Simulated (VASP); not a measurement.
BeCr3:

```xyz
4
Lattice="3.5112 0.0000 0.0000 0.0000 3.5112 0.0000 0.0000 0.0000 3.5112" Properties=species:S:1:pos:R:3 pbc="T T T"
Cr    1.7556    1.7556    0.0000
Cr    1.7556    0.0000    1.7556
Cr    0.0000    1.7556    1.7556
Be    0.0000    0.0000    0.0000
```

Base run:

* Program: VASP 6.6.1
* Functional: PBE
* Potentials or basis: VASP PAW PBE potentials, release 64 (Cr_pv, Be)
* Cutoff: 520 eV
* k mesh: 6 × 6 × 6
* Occupations: fermi-dirac, width 0.05 eV
* Spin: collinear spin, ferromagnetic start
* Starting moments: [3.73333, 3.73333, 3.73333, 0.0] μB
* Fixed moment: 11.2 μB

Its results: pressure 63.5 GPa; site moments Cr +3.46; Be -0.00 μB.

Task: The run is repeated on the same cell with these changes: fixed moment from 11.2 μB to 4.5 μB; moments at the start from [3.73, 3.73, 3.73, 0.0] to [1.5, 1.5, 1.5, 0.0]. What comes out?

Result: Pressure 11.3 GPa; site moments Cr +1.44; Be -0.03 μB.

Caveats: the total moment is fixed, so each spin has its own Fermi level.
